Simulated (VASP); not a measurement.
# Re: single point with PBE

Crystal: Re.

```xyz
2
Lattice="0.0000 2.9348 2.9348 2.9348 0.0000 2.9348 2.9348 2.9348 0.0000" Properties=species:S:1:pos:R:3 pbc="T T T"
Re    0.7337    0.7337    0.7337
Re    5.1358    5.1358    5.1358
```

This isn't the form of Re at room conditions, which is hcp.

```json
{"Program": "VASP 6.6.1", "Task": "single point", "Functional": "PBE", "Potentials or basis": "VASP PAW PBE potentials, release 64 (Re_sv_GW)", "Cutoff": "560 eV", "k mesh": "16 × 16 × 16", "Occupations": "fermi-dirac, width 0.1 eV", "Spin": "no spin polarisation", "Dipole correction": "no", "Further INCAR settings": "ALGO = Normal; EDIFF = 1e-06; NBANDS = 22"}
```

```
Pressure               : -16.7 GPa
Band gap on the k mesh : zero (bands 15 and 16 overlap by 1.26 eV)
```

Levels at points of the mesh, in eV from the Fermi level:
```csv
k point,band 13,band 14,band 15,band 16,band 17,band 18
"(0.00, 0.00, 0.00)",-2.02,-2.02,0.57,0.57,0.57,3.46
"(0.50, 0.00, 0.00)",-2.16,-2.16,-0.86,1.43,1.43,2.79
"(0.50, 0.50, 0.00)",-1.95,-1.95,0.05,0.05,3.12,3.12
```

Run time: 3.7 min on 1 thread of Intel(R) Xeon(R) Platinum 8375C CPU @ 2.90GHz (Ice Lake), on a shared host, peak memory 0.29 GiB.

Caveat: the cell stands under tension; spin-orbit coupling is left out, which moves the levels of the heavy elements.
